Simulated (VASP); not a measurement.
Runs of VASP 6.6.1 on Bi. The structure is that of space group Fm-3m (No. 225), or close to it. The cells are those of the table. 

```csv
task,cell,cutoff (eV),gap on the mesh (eV),pressure (GPa)
relaxation of cell and atoms,"relaxed to 19 GPa from a = 3.252 Å, angles 60.0°, 1 atom",600,none,19.0
single point,"a = 3.251 Å, angles 60.0°, 1 atom",520,none,19.2
relaxation of cell and atoms,"relaxed to 19 GPa from a = 3.250 Å, angles 60.0°, 1 atom",600,none,19.0
single point,"a = 3.250 Å, angles 60.0°, 1 atom",520,none,(a)
```

Alike in all rows: level LDA; potentials or basis VASP PAW LDA potentials, release 64 (Bi_d); no spin polarisation; k mesh 14 × 14 × 14; smearing fermi-dirac 0.08 eV.

Q: Fill in the values left out.

A: (a) 19.3.

Caveats: spin-orbit coupling is left out, which moves the levels of the heavy elements; the cell is relaxed towards a set pressure, so the enthalpy falls and the energy may rise (some runs).

A k mesh can miss the band edges, and the runs leave out spin-orbit coupling on Bi.

A gap of «none» marks levels without a gap at the run's occupations.
